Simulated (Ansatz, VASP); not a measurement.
## Two plane-wave programs on SrO

Contents of POSCAR:

```
SrO
1.0
    3.1028650670      0.0000000000      0.0000000000
    0.0000000000      3.1028650670      0.0000000000
    0.0000000000      0.0000000000      3.1028650670
Sr O
1 1
Direct
    0.0000000000      0.0000000000      0.0000000000
    0.5000000000      0.5000000000      0.5000000000
```

Contents of INCAR.step1:

```
SYSTEM = SrO
ALGO = Normal
EDIFF = 1E-5
ENCUT = 520
GGA = PE
ISIF = 2
ISMEAR = 0
LASPH = .True.
LCHARG = .False.
LREAL = .False.
LWAVE = .True.
NBANDS = 15
NELM = 80
PREC = Accurate
SIGMA = 0.01
```

INCAR.step2

```
SYSTEM = SrO
AEXX = 0.25
ALGO = Normal
EDIFF = 1E-7
ENCUT = 520
GGA = PE
ISIF = 2
ISMEAR = 0
ISTART = 1
LASPH = .True.
LCHARG = .False.
LHFCALC = .True.
LREAL = .False.
LWAVE = .False.
NBANDS = 15
NELM = 80
PREC = Accurate
PRECFOCK = Normal
SIGMA = 0.01
```

KPOINTS

```
k-points
0
Gamma
  6 6 6
  0 0 0
```

Input for Ansatz:

```yaml
crystal:
  lattice:
    - [3.102865067, 0.0, 0.0]
    - [0.0, 3.102865067, 0.0]
    - [0.0, 0.0, 3.102865067]
  atoms:
    - { symbol: Sr, position: [0.0, 0.0, 0.0] }
    - { symbol: O, position: [0.5, 0.5, 0.5] }
kpoints:
  mp_grid: { grid: [6, 6, 6] }
  band_path:
    path:
      - [0.0, 0.0, 0.0]
      - [0.0, 0.5, 0.0]
      - [0.5, 0.5, 0.0]
      - [0.5, 0.5, 0.5]
      - [0.0, 0.5, 0.5]
    npoints: 1
hamiltonian:
  xc: pbe0
scf:
  occupations: { method: fixed }
  n_extra_bands: 4
output:
  forces: true
  stress: true
  eigenvalues: true
```

Alike in both runs: task single point; functional PBE0; k mesh 6 × 6 × 6; no spin polarisation.

|  | VASP | Ansatz |
| --- | --- | --- |
| version | VASP 6.6.1 | Ansatz 0.2.0 |
| potentials or method | VASP PAW PBE potentials, release 64 (Sr_sv, O) | plane waves, PAW |
| plane-wave cutoff (eV) | 520 | 420 |
| occupations | gaussian, width 0.01 eV | fixed |
| valence electrons in the cell | 16 | 16 |

```csv
,VASP,Ansatz,Ansatz less VASP
gap on the k mesh at the Fermi level (eV),5.01,5.06,+0.050
pressure (GPa),0.4,-0.3,-0.73
```

Ansatz's warnings: stress exchange threshold loose, stress scf threshold loose.
